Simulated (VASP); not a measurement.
# Ta (Immm) in VASP: further runs

Ta is run at these levels: PBEsol; tasks: single point.

Program: VASP 6.6.1. These are calculated values, not measurements. Logs are shortened: lines on timing, memory, paths and dates and some standing lists are left out, and cuts for length are marked.

### Step 1. The cell of the first run

It takes space group Immm (No. 71, orthorhombic). Conventional cell: a = 2.788 Å, b = 3.040 Å, c = 3.280 Å, α = 90.00°, β = 90.00°, γ = 90.00°. Ta (site symmetry mmm) has 14 Ta at 2.64 to 3.28 Å within 3.5 Å.

### Step 2. Single point, PBEsol (normal strain along x -0.0733, normal strain along z -0.1500)

File INCAR:

```
SYSTEM = Ta
PREC = Accurate
ENCUT = 520
EDIFF = 1E-6
ISMEAR = 0
SIGMA = 0.15
LREAL = .False.
LASPH = .True.
NELM = 80
ALGO = Fast
ISIF = 2
LWAVE = .False.
LCHARG = .False.
GGA = PS
NBANDS = 12
```

File KPOINTS:

```
Automatic mesh
0
Gamma
  20 20 20
  0 0 0
```

File POSCAR:

```
Ta
1.0
   -1.5199998761      1.6402286350      1.3941943397
    1.5199998761     -1.6402286350      1.3941943397
    1.5199998761      1.6402286350     -1.3941943397
Ta
1
Direct
    0.0000000000      0.0000000000      0.0000000000
```

Potentials or basis: VASP PAW PBE potentials, release 64 (Ta_pv).

On the command line:

```sh
> cat potpaw_PBE.64/Ta_pv/POTCAR > POTCAR
> mpirun -np 1 vasp_std > vasp.out
```

OUTCAR:

```text
SYSTEM = Ta
   PREC = Accurate
   ENCUT = 520
   EDIFF = 1E-6
   ISMEAR = 0
   LREAL = .False.
   LASPH = .True.
   NELM = 80
   ISIF = 2
   GGA = PS

 ion  position               nearest neighbor table
   1  0.000  0.000  0.000-

  LATTYP: Found a body centered orthorhombic cell.
 ALAT       =     2.7883886794
 B/A-ratio  =     1.0902352942
 C/A-ratio  =     1.1764705883

  Lattice vectors:

 A1 = (   1.5199998761,  -1.6402286350,   1.3941943397)
 A2 = (  -1.5199998761,  -1.6402286350,  -1.3941943397)
 A3 = (   1.5199998761,   1.6402286350,  -1.3941943397)

Analysis of symmetry for initial positions (statically):
=====================================================================
 Subroutine PRICEL returns:
 Original cell was already a primitive cell.

 Routine SETGRP: Setting up the symmetry group for a
 body centered orthorhombic supercell.

 Subroutine GETGRP returns: Found  8 space group operations
 (whereof  8 operations were pure point group operations)
 out of a pool of  8 trial point group operations.

The static configuration has the point symmetry D_2h.

Analysis of symmetry for dynamics (positions and initial velocities):
=====================================================================
 Subroutine PRICEL returns:
 Original cell was already a primitive cell.

 Routine SETGRP: Setting up the symmetry group for a
 body centered orthorhombic supercell.

 Subroutine GETGRP returns: Found  8 space group operations
 (whereof  8 operations were pure point group operations)
 out of a pool of  8 trial point group operations.

The dynamic configuration has the point symmetry D_2h.

 Subroutine INISYM returns: Found  8 space group operations
 (whereof  8 operations are pure point group operations),
 and found     1 'primitive' translations

----------------------------------------------------------------------------------------

                                     Primitive cell

  volume of cell :      13.9037

  direct lattice vectors                    reciprocal lattice vectors
    -1.519999876  1.640228635  1.394194340     0.000000000  0.304835551  0.358630060
     1.519999876 -1.640228635  1.394194340     0.328947395  0.000000000  0.358630060
     1.519999876  1.640228635 -1.394194340     0.328947395  0.304835551  0.000000000

  length of vectors
     2.635247134  2.635247134  2.635247134     0.470680607  0.486643513  0.448476423

  position of ions in fractional coordinates (direct lattice)
     0.000000000  0.000000000  0.000000000

  ion indices of the primitive-cell ions
   primitive index   ion index
                 1           1

----------------------------------------------------------------------------------------

 KPOINTS: Automatic mesh

Automatic generation of k-mesh.
 Grid dimensions read from file:
 generate k-points for:   20   20   20

 Generating k-lattice:

  Cartesian coordinates                     Fractional coordinates (reciprocal lattice)
     0.000000000  0.015241778  0.017931503     0.050000000  0.000000000  0.000000000
     0.016447370  0.000000000  0.017931503     0.000000000  0.050000000 -0.000000000
     0.016447370  0.015241778  0.000000000     0.000000000 -0.000000000  0.050000000

  Length of vectors
     0.023534030  0.024332176  0.022423821

  Shift w.r.t. Gamma in fractional coordinates (k-lattice)
     0.000000000  0.000000000  0.000000000

 Subroutine IBZKPT returns following result:
 ===========================================

 Found   1166 irreducible k-points:

 Following reciprocal coordinates:
            Coordinates               Weight
  0.000000  0.000000  0.000000      1.000000
  0.050000 -0.000000  0.000000      4.000000
  0.100000  0.000000  0.000000      4.000000
  0.150000  0.000000 -0.000000      4.000000
  0.200000  0.000000  0.000000      4.000000
  0.250000 -0.000000  0.000000      4.000000
[... 16 lines left out ...]
 -0.450000  0.050000  0.000000      8.000000
 -0.400000  0.050000 -0.000000      8.000000
 [... further k-points ...]
   k-points           NKPTS =   1166   k-points in BZ     NKDIM =   1166   number of bands    NBANDS=     12
   number of dos      NEDOS =    301   number of ions     NIONS =      1
   total plane-waves  NPLWV =   8000
   dimension x,y,z NGX =    20 NGY =   20 NGZ =   20
   dimension x,y,z NGXF=    40 NGYF=   40 NGZF=   40
   ions per type =               1
   NGX,Y,Z   is equivalent  to a cutoff of  12.62, 12.62, 12.62 a.u.
   NGXF,Y,Z  is equivalent  to a cutoff of  25.23, 25.23, 25.23 a.u.
 SYSTEM =  Ta
   PREC   = accura    normal or accurate (medium, high low for compatibility)
   ISTART =      0    job   : 0-new  1-cont  2-samecut
   ICHARG =      2    charge: 1-file 2-atom 10-const
   ISPIN  =      1    spin polarized calculation?
   LNONCOLLINEAR =      F non collinear calculations
   LSORBIT =      F    spin-orbit coupling
   LASPH  =      T    aspherical Exc in radial PAW
   ENCUT  =  520.0 eV  38.22 Ry    6.18 a.u.   4.90  4.90  4.90*2*pi/ulx,y,z
   NELM   =     80;   NELMIN=  2; NELMDL= -5     # of ELM steps
   EDIFF  = 0.1E-05   stopping-criterion for ELM
   LREAL  =      F    real-space projection
   EDIFFG = 0.1E-04   stopping-criterion for IOM
   NSW    =      0    number of steps for IOM
   IBRION =     -1    ionic relax: 0-MD 1-quasi-New 2-CG
   NFREE  =      0    steps in history (QN), initial steepest desc. (CG)
   ISIF   =      2    stress and relaxation
   ISYM   =      2    0-nonsym 1-usesym 2-fastsym
   POTIM  = 0.5000    time-step for ionic-motion
   TEBEG  =    0.0;   TEEND  =   0.0 temperature during run
   PSTRESS=    0.0 pullay stress
   NELECT =      11.0000    total number of electrons
   NUPDOWN=      -1.0000    fix difference up-down
   EMIN   =  10.00;   EMAX   =-10.00  energy-range for DOS
   EFERMI =   0.00;   METHOD = LEGACY
   ISMEAR =     0;   SIGMA  =   0.15  broadening in eV -4-tet -1-fermi 0-gaus
   EFERMI_NEDOS =   21; number of points for ismear=-14 and -15
   IALGO  =     68    algorithm
   IMIX   =      4    mixing-type and parameters
     AMIX     =   0.40;   BMIX     =  1.00
     AMIX_MAG =   1.60;   BMIX_MAG =  1.00
  volume/ion in A,a.u.               =      13.90        93.83
  Fermi-wavevector in a.u.,A,eV,Ry     =   1.514126  2.861283 31.192405  2.292577
  Thomas-Fermi vector in A             =   2.623825
   LORBIT       =      0    0 simple, 1 ext, 2 COOP (PROOUT), +10 PAW based schemes
   GGA     = PS    functional components
   LHFCALC =     F    Hartree Fock is set to
   AEXX    =    0.0000 exact exchange contribution
   IVDW    =     0    specifies the selected vdW correction
   LEPSILON=     F    determine dielectric tensor
   LRPA    =     F    only Hartree local field effects (RPA)
 non-spin polarized calculation
 RMM-DIIS sequential band-by-band and
 Gauss-broadening in eV      SIGMA  =   0.15
  energy-cutoff  :      520.00
  volume of cell :       13.90
 maximum number of plane-waves:       390
   NGX =  9   NGY =  9   NGZ =  9

 number of electron      11.0000001 magnetization

 Free energy of the ion-electron system (eV)
  ---------------------------------------------------
  ext. energy  EPLUGINS =         0.00000000
  ---------------------------------------------------
  free energy    TOTEN  =       -11.67133070 eV

  energy without entropy =      -11.66173856  energy(sigma->0) =      -11.66653463

 E-fermi :   7.8197     XC(G=0): -14.1103

 val. band max:        7.8168917201   @ k =  -0.0000   0.2500   0.0000
 cond. band min:       7.8202374720   @ k =  -0.1500  -0.0500   0.0500
 fundamental gap:      0.0033457518
 Fermi energy:         7.8196554187

 k-point     1 :       0.0000    0.0000    0.0000
  band No.  band energies     occupation
      1     -24.3855      2.00000
      2     -24.3673      2.00000
      3     -24.2859      2.00000
      4      -1.1743      2.00000
      5       6.9927      2.00000
      6       8.6896      0.00000
      7       9.7927      0.00000
      8      10.5750      0.00000
      9      13.9680      0.00000
     10      22.5553      0.00000
     11      23.1099      0.00000
     12      24.0542      0.00000

 k-point     2 :       0.0500   -0.0000    0.0000
  band No.  band energies     occupation
      1     -24.4163      2.00000
      2     -24.4050      2.00000
      3     -24.3189      2.00000
      4      -1.0106      2.00000
      5       7.0488      2.00000
      6       8.6290      0.00000
      7       9.7565      0.00000
      8      10.5683      0.00000
      9      13.8003      0.00000
     10      22.9087      0.00000
     11      23.1097      0.00000
     12      24.3446      0.00000

 k-point     3 :       0.1000    0.0000    0.0000
  band No.  band energies     occupation
      1     -24.6225      2.00000
      2     -24.4612      2.00000
      3     -24.3462      2.00000
      4      -0.5421      2.00000
      5       7.1475      2.00000
      6       8.4024      0.00000
      7       9.7464      0.00000
      8      10.6345      0.00000
      9      13.4106      0.00000
     10      23.1091      0.00000
     11      23.7805      0.00000
     12      25.1818      0.00000

 k-point     4 :       0.1500    0.0000   -0.0000
  band No.  band energies     occupation
      1     -24.9516      2.00000
      2     -24.5476      2.00000
      3     -24.3687      2.00000
      4       0.1613      2.00000
      5       7.1081      2.00000
      6       8.0027      0.08434
      7      10.0082      0.00000
      8      10.8947      0.00000
      9      12.9926      0.00000
     10      23.1079      0.00000
     11      24.6270      0.00000
     12      26.4845      0.00000

 k-point     5 :       0.2000    0.0000    0.0000
  band No.  band energies     occupation
      1     -25.3505      2.00000
      2     -24.6546      2.00000
      3     -24.3940      2.00000
      4       0.9718      2.00000
      5       6.8371      2.00000
      6       7.5979      1.96348
      7      10.6997      0.00000
      8      11.3262      0.00000
      9      12.6892      0.00000
     10      23.1051      0.00000
     11      24.5812      0.00000
     12      28.1611      0.00000
[... 228 lines left out ...]
      1     -26.9856      2.00000
      2     -25.1469      2.00000
      3     -24.5352      2.00000
      4       2.0310      2.00000
      5       5.1377      2.00000
      6      10.4470      0.00000
      7      11.6515      0.00000
      8      15.7882      0.00000
      9      17.7426      0.00000
     10      21.1698      0.00000
     11      22.9998      0.00000
     12      24.0001      0.00000

 k-point    22 :       0.5000    0.0500   -0.0000
  band No.  band energies     occupation
      1     -26.9749      2.00000
      2     -25.1501      2.00000
      3     -24.5285      2.00000
      4       2.0362      2.00000
      5       5.1557      2.00000
      6      10.6707      0.00000
      7      11.4017      0.00000
      8      15.5159      0.00000
      9      17.8212      0.00000
     10      21.2012      0.00000
     11      23.0284      0.00000
     12      24.2346      0.00000

 k-point    23 :      -0.4500    0.0500    0.0000
  band No.  band energies     occupation
      1     -26.8543      2.00000
      2     -25.1177      2.00000
      3     -24.5135      2.00000
      4       2.1264      2.00000
      5       5.2921      2.00000
      6      10.0073      0.00000
      7      11.4904      0.00000
      8      14.8490      0.00000
      9      16.9991      0.00000
     10      21.3200      0.00000
     11      23.0851      0.00000
     12      25.4990      0.00000

 k-point    24 :      -0.4000    0.0500   -0.0000
  band No.  band energies     occupation
      1     -26.6320      2.00000
      2     -25.0524      2.00000
      3     -24.4915      2.00000
      4       2.2489      2.00000
      5       5.5378      2.00000
      6       8.9362      0.00000
      7      11.7131      0.00000
      8      13.9854      0.00000
      9      15.6950      0.00000
     10      21.6563      0.00000
     11      23.1064      0.00000
     12      27.3318      0.00000

 [... further k-points ...]
[... 5 lines left out ...]
  --------------------------------------------------------------------------------------
  -------------------------------------------------------------------------------------
  Total        7.1428377      5.5202927      8.5455945      0.0000000      0.0000000      0.0000000
  in kB      823.0952842    636.1235018    984.7400827      0.0000000      0.0000000      0.0000000
  external PRESSURE =     814.6529562 kB  Pullay stress =       0.0000000 kB

 VOLUME and BASIS-vectors are now :
 -----------------------------------------------------------------------------
  energy-cutoff  :      520.00
  volume of cell :       13.90
      direct lattice vectors                 reciprocal lattice vectors
    -1.519999876  1.640228635  1.394194340     0.000000000  0.304835551  0.358630060
     1.519999876 -1.640228635  1.394194340     0.328947395  0.000000000  0.358630060
     1.519999876  1.640228635 -1.394194340     0.328947395  0.304835551  0.000000000

 POSITION                                       TOTAL-FORCE (eV/Angst)
 -----------------------------------------------------------------------------------
      0.00000      0.00000      0.00000         0.000000      0.000000     -0.000000
 -----------------------------------------------------------------------------------
    total drift:                                0.000000     -0.000000      0.000000

  FREE ENERGIE OF THE ION-ELECTRON SYSTEM (eV)
  ---------------------------------------------------
  free  energy   TOTEN  =       -11.6713306991 eV

  energy  without entropy=      -11.6617385571  energy(sigma->0) =      -11.66653463
```

Wall time 60 s (1 thread of Intel Xeon 6975P-C (Granite Rapids), shared host); peak memory 0.28 GiB.

Results:

- Free energy: -11.6713 eV
- Pressure: 81.5 GPa

Levels at points of the mesh, in eV from the Fermi level:
| k point | band 1 | band 2 | band 3 | band 4 | band 5 | band 6 | band 7 | band 8 | band 9 | band 10 |
| --- | --- | --- | --- | --- | --- | --- | --- | --- | --- | --- |
| (0.00, 0.00, 0.00) | -32.21 | -32.19 | -32.11 | -8.99 | -0.83 | 0.87 | 1.97 | 2.76 | 6.15 | 14.74 |
| (0.50, 0.00, 0.00) | -34.83 | -32.95 | -32.33 | -5.91 | -2.72 | 3.26 | 3.51 | 7.89 | 9.95 | 13.08 |
| (0.00, 0.50, 0.00) | -34.76 | -33.11 | -32.45 | -6.04 | -3.88 | 3.97 | 5.83 | 8.12 | 10.54 | 13.23 |
| (0.50, 0.50, 0.00) | -34.82 | -32.73 | -32.12 | -5.81 | -1.05 | 2.32 | 2.48 | 5.58 | 10.02 | 13.35 |
| (0.50, 0.50, 0.50) | -34.30 | -33.91 | -33.44 | -6.12 | -5.55 | 8.65 | 9.06 | 9.26 | 9.54 | 11.21 |

Caveat: the cell differs from its parent crystal (normal strain along x -0.0733, normal strain along z -0.1500); the PAW data sets were made with another functional, which shifts forces and pressure a little; spin-orbit coupling is left out, which moves the levels of the heavy elements.

(Part 1 of 2 ends here.)
